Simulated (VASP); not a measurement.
# Zn (Im-3m) in VASP: further runs, part 3 of 3

VASP 6.6.1. Earlier steps stand in the parts before.

**5. Relaxation of cell and atoms, PBEsol, target pressure 10 GPa, at which the enthalpy is minimised**

This run uses another cell than the first one, of 15.45 Å³/atom, 1.140 times its volume.

Contents of INCAR:

```
  PREC = Accurate
  ENCUT = 600
  EDIFF = 1E-6
  ISMEAR = -1
  SIGMA = 0.05
  LREAL = F
  LASPH = T
  NELM = 60
  ALGO = Normal
  ISIF = 3
  LWAVE = F
  LCHARG = F
  GGA = PS
  IBRION = 2
  NSW = 60
  EDIFFG = -0.01
  PSTRESS = 100.0
```

Contents of KPOINTS:

```
regular mesh
0
Gamma
  12 12 12
```

Contents of POSCAR:

```
Zn
1.0
   -1.5690370000      1.5690370000      1.5690370000
    1.5690370000     -1.5690370000      1.5690370000
    1.5690370000      1.5690370000     -1.5690370000
Zn
1
Direct
    0.0000000000      0.0000000000      0.0000000000
```

The run is started by

```bash
cat potpaw_PBE.64/Zn/POTCAR > POTCAR
mpirun -np 1 vasp_std > vasp.out
```

Wall time 26 s (1 thread of Intel Xeon 6975P-C (Granite Rapids), shared host); peak memory 0.15 GiB.

The run converged. Its results:

| Quantity | Value |
| --- | --- |
| Free energy | -1.4530 eV |
| Relaxed volume | 13.06 Å³/atom |
| Relaxed cell | a = 2.569 Å, b = 2.569 Å, c = 2.569 Å, α = 109.47°, β = 109.47°, γ = 109.47° |
| Space group after relaxing (to 0.05 Å) | Im-3m (No. 229) |
| Energy change on relaxing (the enthalpy is what falls) | +16.4 meV/atom |
| Ionic steps | 16 |
| Pressure after relaxing | 9.9 GPa |
| Band gap on the k mesh | zero (band 6 reaches 8.68 eV, above the bottom of band 7 at 3.56 eV) |

Step by step:
```csv
step,energy change (eV),largest force (eV/Å),pressure (GPa),volume (Å³)
1,0.0000,0.0000,-4.95,15.45
2,0.0669,0.0000,16.69,12.45
3,0.0181,0.0000,10.24,13.03
4,0.0153,0.0000,9.77,13.08
5,0.0153,0.0000,9.83,13.08
6,0.0154,0.0000,9.81,13.07
7,0.0154,0.0000,9.77,13.07
8,0.0154,0.0000,9.78,13.07
9,0.0154,0.0000,9.79,13.07
10,0.0154,0.0000,9.80,13.07
11,0.0154,0.0000,9.82,13.07
12,0.0154,0.0000,9.87,13.07
13,0.0155,0.0000,9.83,13.07
14,0.0156,0.0000,9.87,13.07
15,0.0159,0.0000,9.87,13.07
16,0.0164,0.0000,9.92,13.06
```

Final structure:
```yaml
crystal:
  lattice:
    - [-1.48346, 1.48346, 1.48346]
    - [1.48346, -1.48346, 1.48346]
    - [1.48346, 1.48346, -1.48346]
  atoms:
    - { symbol: Zn, position: [0.00000, 0.00000, 0.00000] }
```

Levels at points of the mesh, in eV from the Fermi level:
| k point | band 2 | band 3 | band 4 | band 5 | band 6 | band 7 | band 8 | band 9 | band 10 |
| --- | --- | --- | --- | --- | --- | --- | --- | --- | --- |
| (0.00, 0.00, 0.00) | -8.43 | -8.43 | -8.43 | -7.76 | -7.76 | 21.74 | 21.74 | 21.74 | 22.07 |
| (0.50, 0.00, 0.00) | -8.85 | -7.79 | -7.71 | -7.31 | -3.56 | -0.83 | 12.55 | 13.67 | 16.57 |
| (0.50, 0.50, 0.50) | -9.23 | -7.42 | -7.42 | -7.42 | 4.30 | 4.30 | 4.30 | 9.06 | 9.41 |

Caveat: the cell is relaxed towards a set pressure, so the enthalpy falls and the energy may rise; the volume moved by over 15 % at a fixed basis, so the end points are rough; the PAW data sets were made with another functional, which shifts forces and pressure a little.

**6. Relaxation of cell and atoms, PBEsol, target pressure 20 GPa, at which the enthalpy is minimised**

This run uses another cell than the first one, of 15.45 Å³/atom, 1.140 times its volume.

Contents of INCAR:

```
SYSTEM = Zn
PREC     = Accurate       ! precision mode
ENCUT    = 600            ! plane-wave cutoff, eV
EDIFF    = 1E-6           ! SCF threshold, eV
ISMEAR   = -1             ! smearing method
SIGMA    = 0.05           ! smearing width, eV
LREAL    = .FALSE.        ! projectors in reciprocal space
LASPH    = .TRUE.         ! aspherical terms in the spheres
NELM     = 100            ! most SCF steps
ALGO     = Normal         ! electronic algorithm
ISIF     = 3              ! what is computed and relaxed
LWAVE    = .FALSE.        ! write WAVECAR
LCHARG   = .FALSE.        ! write CHGCAR
GGA      = PS             ! functional
IBRION   = 2              ! ionic algorithm
NSW      = 60             ! ionic steps
EDIFFG   = -0.01          ! ionic threshold
PSTRESS  = 200.0
```

Contents of KPOINTS:

```
Automatic mesh
0
G
  12 12 12
  0 0 0
```

POSCAR is that of step 5.

Potentials or basis: VASP PAW PBE potentials, release 64 (Zn).

The run is started by

```bash
cat potpaw_PBE.64/Zn/POTCAR > POTCAR
mpirun -np 1 vasp_std > vasp.out
```

Run time: 16 s. Hardware: 1 thread of Intel Xeon 6975P-C (Granite Rapids), shared host; peak memory 0.15 GiB.

Results (log left out):

* Free energy: -1.3769 eV
* Relaxed volume: 12.22 Å³/atom
* Relaxed cell: a = 2.513 Å, b = 2.513 Å, c = 2.513 Å, α = 109.47°, β = 109.47°, γ = 109.47°
* Space group after relaxing (to 0.05 Å): Im-3m (No. 229)
* Energy change on relaxing (the enthalpy is what falls): +92.5 meV/atom
* Ionic steps: 5
* Pressure after relaxing: 19.9 GPa
* Band gap on the k mesh: zero (band 6 reaches 9.39 eV, above the bottom of band 7 at 4.29 eV)

Step by step:
```tsv
step	energy change (eV)	largest force (eV/Å)	pressure (GPa)	volume (Å³)
1	0.0000	0.0000	-4.95	15.45
2	0.4264	0.0000	52.93	10.67
3	0.0873	0.0000	19.32	12.26
4	0.0946	0.0000	20.13	12.21
5	0.0925	0.0000	19.88	12.22
```

Final structure:
```
Zn
1.0
    -1.45112    1.45112    1.45112
     1.45112   -1.45112    1.45112
     1.45112    1.45112   -1.45112
Zn
1
Direct
  0.00000 0.00000 0.00000
```

Levels at points of the mesh, in eV from the Fermi level:
```csv
k point,band 4,band 5,band 6,band 7,band 8,band 9
"(0.00, 0.00, 0.00)",-8.77,-8.02,-8.02,22.60,22.60,22.60
"(0.50, 0.00, 0.00)",-7.96,-7.51,-3.96,-0.75,13.11,14.06
"(0.50, 0.50, 0.50)",-7.63,-7.63,4.34,4.34,4.34,9.28
```

Caveat: the cell is relaxed towards a set pressure, so the enthalpy falls and the energy may rise; the volume moved by over 15 % at a fixed basis, so the end points are rough; the PAW data sets were made with another functional, which shifts forces and pressure a little.

**7. Overview**

```csv
task,cell,cutoff (eV),gap on the mesh (eV),pressure (GPa)
single point,"a = 2.601 Å, angles 109.5°, 1 atom",520,none,5.5
single point,"a = 2.646 Å, angles 109.5°, 1 atom",520,none,0.4
relaxation of cell and atoms,"relaxed to 5 GPa from a = 2.718 Å, angles 109.5°, 1 atom",600,none,5.1
relaxation of cell and atoms,"relaxed to 10 GPa from a = 2.718 Å, angles 109.5°, 1 atom",600,none,9.9
relaxation of cell and atoms,"relaxed to 20 GPa from a = 2.718 Å, angles 109.5°, 1 atom",600,none,19.9
```

Alike in all rows: level PBEsol; potentials or basis VASP PAW PBE potentials, release 64 (Zn); no spin polarisation; k mesh 12 × 12 × 12; smearing fermi-dirac 0.05 eV.

Caveats: the PAW data sets were made with another functional, which shifts forces and pressure a little; the cell is relaxed towards a set pressure, so the enthalpy falls and the energy may rise (some runs); the volume moved by over 15 % at a fixed basis, so the end points are rough (some runs).

Total energies depend on the potentials used, so only differences within one code and one set of settings carry meaning.
